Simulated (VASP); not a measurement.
Here is a VASP 6.6.1 calculation.

INCAR

```
PREC     = Accurate       # precision mode
ENCUT    = 520            # plane-wave cutoff, eV
EDIFF    = 1E-7           # SCF threshold, eV
ISMEAR   = 0              # smearing method
SIGMA    = 0.15           # smearing width, eV
LREAL    = False          # projectors in reciprocal space
LASPH    = True           # aspherical terms in the spheres
NELM     = 60             # most SCF steps
ALGO     = Fast           # electronic algorithm
ISIF     = 2              # what is computed and relaxed
LWAVE    = False          # write WAVECAR
LCHARG   = False          # write CHGCAR
NBANDS   = 18             # bands
```

The input KPOINTS:

```
regular mesh
0
Gamma
  20 20 12
```

File POSCAR:

```
Cu
1.0
   -1.4273957350      1.4273957350      1.3410790631
    1.4273957350     -1.4273957350      1.3410790631
    2.8547914700      2.8547914700      0.0000000000
Cu
2
Direct
    0.0247369930     -0.0787979369      0.0000000000
    0.4752630070      0.5787979369      0.5000000000
```

Potentials or basis: VASP PAW LDA potentials, release 64 (Cu).

Run with:

```console
$ cat potpaw_LDA.64/Cu/POTCAR > POTCAR
$ mpirun -np 1 vasp_std > vasp.out
```

Q: What does it give for the band gap on the k mesh?

A: Zero (bands 11 and 12 overlap by 6.38 eV).

Q: What does it give for the largest force?

A: 0.388 eV/Å.

Stress tensor (GPa, compression positive):
```
 3.18 -1.15 -0.93
-1.15  3.18  0.93
-0.93  0.93 -1.65
```

Caveat: the cell differs from its parent crystal (atoms displaced along a vibrational mode).
